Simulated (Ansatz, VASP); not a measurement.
## Two plane-wave programs on Si3N2

```
Si N
1.0
     3.01115    1.73849    4.00575
    -3.01115    1.73849    4.00575
     0.00000   -3.47698    4.00575
Si N
6 4
Direct
  0.24999 0.25001 0.75000
  0.75000 0.24999 0.25001
  0.25001 0.75000 0.24999
  0.75001 0.74999 0.25000
  0.25000 0.75001 0.74999
  0.74999 0.25000 0.75001
  0.87069 0.87069 0.87069
  0.62931 0.62931 0.62931
  0.12931 0.12931 0.12931
  0.37069 0.37069 0.37069
```

Alike in both runs: functional PBE; k mesh 6 × 6 × 6; occupations gaussian, width 0.1 eV; no spin polarisation.

Ansatz relaxed the structure, and its values are those at the end. VASP's run is a single point on that final structure, the one shown.

|  | VASP | Ansatz |
| --- | --- | --- |
| version | VASP 6.6.1 | Ansatz 0.2.0 |
| potentials or method | VASP PAW PBE potentials, release 64 (Si, N), cutoff 520 eV | scalar-relativistic, plane waves, PAW |
| valence electrons in the cell | 44 | 44 |

```csv
,VASP,Ansatz,Ansatz less VASP
gap on the k mesh at the Fermi level (eV),none,none,-
pressure (GPa),0.0,0.0,+0.05
```

A gap of «none» marks a metal or a gap that the smearing closes.
